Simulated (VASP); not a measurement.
A run of VASP 6.6.1:

INCAR

```
SYSTEM = Be5H
PREC = Accurate ; ENCUT = 520
EDIFF = 1E-7 ; ISMEAR = 0
SIGMA = 0.1 ; LREAL = .FALSE.
LASPH = .TRUE. ; NELM = 100
ALGO = Normal ; ISIF = 2
LWAVE = .FALSE. ; LCHARG = .FALSE.
GGA = PE ; NBANDS = 14
```

Contents of KPOINTS:

```
regular mesh
0
G
  6 6 6
  0 0 0
```

POSCAR

```
Be5H
1.0
   -1.9139934800      1.9139934800      3.0093261400
    1.9139934800     -1.9139934800      3.0093261400
    1.9139934800      1.9139934800     -3.0093261400
Be H
5 1
Direct
    0.5000000000      0.0000000000      0.5000000000
    0.0000000000      0.5000000000      0.5000000000
    0.5000000000      0.5000000000      0.0000000000
    0.7500000000      0.2500000000      0.5000000000
    0.2500000000      0.7500000000      0.5000000000
    0.0000000000      0.0000000000      0.0000000000
```

Potentials or basis: VASP PAW PBE potentials, release 64 (Be, H).

The run is started by

```bash
$ cat potpaw_PBE.64/Be/POTCAR potpaw_PBE.64/H/POTCAR > POTCAR
$ mpirun -np 1 vasp_std > vasp.out
```

Hardware: 1 thread of Intel(R) Xeon(R) 6975P-C (Granite Rapids) (shared host).

Problem. Estimate the wall time of this run.

Solution. Wall time 10 s on 1 thread of Intel(R) Xeon(R) 6975P-C (Granite Rapids), on a shared host, peak memory 0.16 GiB. Counts: scf iterations 14, k points 30.
